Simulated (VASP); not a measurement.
# Be17S16 (a cell with a defect) in VASP: notebook, part 2 of 2

VASP 6.6.1.

## (3) Single point, PBE

File INCAR:

```
PREC = Accurate
ENCUT = 520
EDIFF = 1E-6
ISMEAR = 0
SIGMA = 0.01
LREAL = Auto
LASPH = T
NELM = 80
ALGO = Normal
ISIF = 2
LWAVE = F
LCHARG = F
GGA = PE
NBANDS = 87
NELECT = 128.0
```

File KPOINTS:

```
Automatic mesh
0
Gamma
  2 2 2
  0.5 0.5 0.5
```

File POSCAR:

```
Be17S16
1.0
    4.8761188970      4.8761188970      4.8761188970
   -4.8761188970     -4.8761188970      4.8761188970
    4.8761188970     -4.8761188970     -4.8761188970
Be S
17 16
Direct
    0.7521453149      0.2499974954      0.0000000000
   -0.0171838540      0.0000000000      0.0000000000
    0.7478546851      0.4978546851      0.7478521805
    0.0000025046      0.2521478195      0.7500025046
    0.2500000000      0.0000000000      0.7328161460
    0.2500000000      0.7328161460      0.0000000000
    0.4999974954      0.5021453149      0.0000000000
    0.7521453149      0.0000000000      0.2499974954
    0.7478546851      0.7478521805      0.4978546851
   -0.0021478195      0.4978546851      0.4978546851
    0.2500000000      0.2499974954      0.5021453149
    0.4999974954      0.0000000000      0.5021453149
    0.5021478195      0.7500025046      0.7500025046
    0.0000025046      0.7500025046      0.2521478195
    0.2500000000      0.5021453149      0.2499974954
    0.5171838540      0.2671838540      0.2671838540
    0.2500000000      0.0000000000      0.0000000000
    0.7500000000      0.2500000000      0.7500000000
    0.0044588179      0.0000000000      0.7544588179
    0.7560217688      0.5060217688      0.5060217688
    0.0000000000      0.2500000000      0.5000000000
    0.2500000000      0.0000000000      0.4939782312
    0.2500000000      0.7544588179      0.7544588179
    0.5000000000      0.5000000000      0.7500000000
    0.7439782312      0.0000000000      0.0000000000
    0.7500000000      0.7500000000      0.2500000000
    0.0000000000      0.5000000000      0.2500000000
    0.2500000000      0.2455411821      0.2455411821
    0.4955411821      0.0000000000      0.2455411821
    0.5000000000      0.7500000000      0.5000000000
    0.0044588179      0.7544588179      0.0000000000
    0.2500000000      0.4939782312      0.0000000000
    0.4955411821      0.2455411821      0.0000000000
```

Potentials or basis: VASP PAW PBE potentials, release 64 (Be, S).

Started as:

```console
$ cat potpaw_PBE.64/Be/POTCAR potpaw_PBE.64/S/POTCAR > POTCAR
$ mpirun -np 1 vasp_std > vasp.out
```

OUTCAR:

```text
PREC = Accurate
   ENCUT = 520
   EDIFF = 1E-6
   ISMEAR = 0
   LREAL = Auto
   LASPH = T
   NELM = 80
   ISIF = 2
   GGA = PE
   NELECT = 128.0

 ion  position               nearest neighbor table
   1  0.752  0.250  0.000-  25 2.09  18 2.11  27 2.11  33 2.15
   2  0.983  0.000  0.000-  25 2.02  19 2.14  28 2.14  31 2.14  17 2.26
   3  0.748  0.498  0.748-  20 2.09  18 2.11  24 2.11  31 2.15
   4  0.000  0.252  0.750-  32 2.09  21 2.11  18 2.11  19 2.15
   5  0.250  0.000  0.733-  22 2.02  19 2.14  23 2.14  33 2.14  17 2.26
[... 427 lines left out ...]
  Total      -17.0905156    -17.0905156    -17.0905156     -0.0000000      0.0000000      0.0000000
  in kB      -59.0449685    -59.0449685    -59.0449685     -0.0000000      0.0000000      0.0000000
  external PRESSURE =     -59.0449685 kB  Pullay stress =       0.0000000 kB

 VOLUME and BASIS-vectors are now :
 -----------------------------------------------------------------------------
  energy-cutoff  :      520.00
  volume of cell :      463.75
      direct lattice vectors                 reciprocal lattice vectors
     4.876118897  4.876118897  4.876118897     0.102540568  0.000000000  0.102540568
    -4.876118897 -4.876118897  4.876118897     0.000000000 -0.102540568  0.102540568
     4.876118897 -4.876118897 -4.876118897     0.102540568 -0.102540568  0.000000000

 POSITION                                       TOTAL-FORCE (eV/Angst)
 -----------------------------------------------------------------------------------
      2.44853      2.44853      4.88657         0.012445      0.012445      0.014144
      4.79233      4.79233      4.79233         0.018594      0.018594      0.018594
      4.86565     -2.42759      2.42761        -0.012445      0.012445     -0.014144
      2.42761     -4.88659     -2.42759        -0.014144     -0.012445      0.012445
      4.79233     -2.35427     -2.35427         0.018594     -0.018594     -0.018594
     -2.35427     -2.35427      4.79233        -0.018594     -0.018594      0.018594
[... 25 lines left out ...]
     -1.18967     -1.18967      3.62773         0.005009      0.005009     -0.005009
      1.21903      1.21903      3.61361         0.000000     -0.000000     -0.028024
 -----------------------------------------------------------------------------------
    total drift:                                0.000002     -0.000002      0.000002

  FREE ENERGIE OF THE ION-ELECTRON SYSTEM (eV)
  ---------------------------------------------------
  free  energy   TOTEN  =      -173.3181073096 eV

  energy  without entropy=     -173.3181073096  energy(sigma->0) =     -173.31810731
```

OSZICAR:

```text
N       E                     dE             d eps       ncg     rms          rms(c)
DAV:   1     0.556438047752E+03    0.55644E+03   -0.54214E+04   348   0.128E+03
DAV:   2    -0.115627547783E+03   -0.67207E+03   -0.63612E+03   442   0.230E+02
DAV:   3    -0.173568613652E+03   -0.57941E+02   -0.57396E+02   440   0.749E+01
[... 11 lines left out ...]
DAV:  15    -0.173318107161E+03   -0.35874E-05   -0.31233E-04   424   0.471E-02    0.896E-02
DAV:  16    -0.173318128347E+03   -0.21185E-04   -0.77874E-05   448   0.239E-02    0.200E-01
DAV:  17    -0.173318104683E+03    0.23664E-04   -0.16064E-04   424   0.372E-02    0.275E-02
DAV:  18    -0.173318106913E+03   -0.22296E-05   -0.33403E-05   416   0.200E-02    0.472E-02
DAV:  19    -0.173318107310E+03   -0.39666E-06   -0.50387E-06   328   0.648E-03
   1 F= -.17331811E+03 E0= -.17331811E+03  d E =-.268670E-45
```

stdout:

```text
POSCAR found type information on POSCAR BeS
 POSCAR found :  2 types and      33 ions
 scaLAPACK will be used
 LDA part: xc-table for (Slater+PW92), standard interpolation
 POSCAR, INCAR and KPOINTS ok, starting setup
 FFT: planning ... GRIDC
 FFT: planning ... GRID_SOFT
 FFT: planning ... GRID
 WAVECAR not read
 entering main loop
 the old and the new charge density differ
 old charge density:   130.00000 new  128.00000
    0.233E+01
```

Run time: 5.7 min. Hardware: 1 thread of Intel Xeon 8259CL, shared host; peak memory 0.55 GiB.

What came out:

```yaml
Free_energy: -173.3181 eV
Largest_force: 0.032 eV/Å
```

Forces on the atoms (eV/Å):
```
Be   0.012  0.012  0.014
Be   0.019  0.019  0.019
Be  -0.012  0.012 -0.014
Be  -0.014 -0.012  0.012
Be   0.019 -0.019 -0.019
Be  -0.019 -0.019  0.019
Be  -0.012 -0.012  0.014
Be   0.014  0.012  0.012
Be  -0.014  0.012 -0.012
Be  -0.012  0.014 -0.012
Be   0.012 -0.014 -0.012
Be   0.014 -0.012 -0.012
Be   0.012  0.014  0.012
Be   0.012 -0.012 -0.014
Be  -0.012 -0.014  0.012
Be  -0.019  0.019 -0.019
Be   0.000  0.000  0.000
S    0.000  0.000  0.000
S    0.028  0.000  0.000
S    0.005 -0.005  0.005
S    0.000  0.000  0.000
S   -0.005  0.005  0.005
S    0.000 -0.028  0.000
S    0.000  0.000  0.000
S   -0.005 -0.005 -0.005
S    0.000  0.000  0.000
S    0.000  0.000  0.000
S    0.000  0.028  0.000
S   -0.028  0.000  0.000
S    0.000  0.000  0.000
S    0.000  0.000  0.028
S    0.005  0.005 -0.005
S    0.000  0.000 -0.028
```

Caveat: the cell carries a net charge on a neutralising background, which shifts energy and pressure; the cell is charged against a uniform background, so pressure and absolute levels hang on convention.

## (4) Single point, PBE, collinear spin

File INCAR:

```
SYSTEM = Be17S16
ALGO = Normal
EDIFF = 1E-6
ENCUT = 520
GGA = PE
ISIF = 2
ISMEAR = 0
ISPIN = 2
LASPH = .TRUE.
LCHARG = .FALSE.
LORBIT = 11
LREAL = Auto
LWAVE = .FALSE.
MAGMOM = 0 0.091 0 0 0.091 0.091 0 0 0 0 0 0 0 0 0 0.091 0.091 0 0.091 0 0 0 0.091 0 0 0 0 0.091 0.091 0 0.091 0 0.091
NBANDS = 91
NELECT = 129.0
NELM = 150
PREC = Accurate
SIGMA = 0.01
```

KPOINTS is that of step 3.

File POSCAR:

```
Be17S16
1.0
    4.8761188970      4.8761188970      4.8761188970
   -4.8761188970     -4.8761188970      4.8761188970
    4.8761188970     -4.8761188970     -4.8761188970
Be S
17 16
Direct
    0.7520431245      0.2518247969      0.0000000000
   -0.0139735348      0.0000000000      0.0000000000
    0.7479568755      0.4979568755      0.7497816724
   -0.0018247969      0.2502183276      0.7481752031
    0.2500000000      0.0000000000      0.7360264652
    0.2500000000      0.7360264652      0.0000000000
    0.5018247969      0.5020431245      0.0000000000
    0.7520431245      0.0000000000      0.2518247969
    0.7479568755      0.7497816724      0.4979568755
   -0.0002183276      0.4979568755      0.4979568755
    0.2500000000      0.2518247969      0.5020431245
    0.5018247969      0.0000000000      0.5020431245
    0.5002183276      0.7481752031      0.7481752031
   -0.0018247969      0.7481752031      0.2502183276
    0.2500000000      0.5020431245      0.2518247969
    0.5139735348      0.2639735348      0.2639735348
    0.2500000000      0.0000000000      0.0000000000
    0.7500000000      0.2500000000      0.7500000000
    0.0014449507      0.0000000000      0.7514449507
    0.7554818784      0.5054818784      0.5054818784
    0.0000000000      0.2500000000      0.5000000000
    0.2500000000      0.0000000000      0.4945181216
    0.2500000000      0.7514449507      0.7514449507
    0.5000000000      0.5000000000      0.7500000000
    0.7445181216      0.0000000000      0.0000000000
    0.7500000000      0.7500000000      0.2500000000
    0.0000000000      0.5000000000      0.2500000000
    0.2500000000      0.2485550493      0.2485550493
    0.4985550493      0.0000000000      0.2485550493
    0.5000000000      0.7500000000      0.5000000000
    0.0014449507      0.7514449507      0.0000000000
    0.2500000000      0.4945181216      0.0000000000
    0.4985550493      0.2485550493      0.0000000000
```

Started as:

```console
$ cat potpaw_PBE.64/Be/POTCAR potpaw_PBE.64/S/POTCAR > POTCAR
$ mpirun -np 1 vasp_std > vasp.out
```

It took 11 min on 1 thread of Intel Xeon 8259CL, shared host; peak memory 0.79 GiB.

It converged, with:

| Quantity | Value |
| --- | --- |
| Free energy | -166.0792 eV |
| Largest force | 0.022 eV/Å |
| Net moment | 0.50 μB per cell |
| Site moments | Be +0.01, +0.00, +0.09; S -0.00, +0.00 μB |
| Valence electrons inside the program's atomic spheres | Be 1.01, 1.04, 0.88; S 3.82, 3.79, 3.83 |

Forces in eV/Å, atoms in the order of the input:
```
Be   0.003  0.003  0.016
Be   0.005  0.005  0.005
Be  -0.003  0.003 -0.016
Be  -0.016 -0.003  0.003
Be   0.005 -0.005 -0.005
Be  -0.005 -0.005  0.005
Be  -0.003 -0.003  0.016
Be   0.016  0.003  0.003
Be  -0.016  0.003 -0.003
Be  -0.003  0.016 -0.003
Be   0.003 -0.016 -0.003
Be   0.016 -0.003 -0.003
Be   0.003  0.016  0.003
Be   0.003 -0.003 -0.016
Be  -0.003 -0.016  0.003
Be  -0.005  0.005 -0.005
Be   0.000  0.000  0.000
S    0.000  0.000  0.000
S    0.022  0.000  0.000
S    0.006 -0.006  0.006
S    0.000  0.000  0.000
S   -0.006  0.006  0.006
S    0.000 -0.022  0.000
S    0.000  0.000  0.000
S   -0.006 -0.006 -0.006
S    0.000  0.000  0.000
S    0.000  0.000  0.000
S    0.000  0.022  0.000
S   -0.022  0.000  0.000
S    0.000  0.000  0.000
S    0.000  0.000  0.022
S    0.006  0.006 -0.006
S    0.000  0.000 -0.022
```

Levels at points of the mesh, in eV from the Fermi level:
Spin up:
| k point | band 62 | band 63 | band 64 | band 65 | band 66 | band 67 |
| --- | --- | --- | --- | --- | --- | --- |
| (0.25, 0.25, 0.25) | -3.64 | -3.64 | -3.64 | 0.16 | 0.79 | 0.79 |
Spin down:
```csv
k point,band 61,band 62,band 63,band 64,band 65,band 66,band 67,band 68
"(0.25, 0.25, 0.25)",-3.71,-3.63,-3.63,-3.63,0.32,0.91,0.91,0.91
```

Caveat: the k points lie up to 0.46 Å⁻¹ apart; the cell carries a net charge on a neutralising background, which shifts energy and pressure; the cell is charged against a uniform background, so pressure and absolute levels hang on convention.
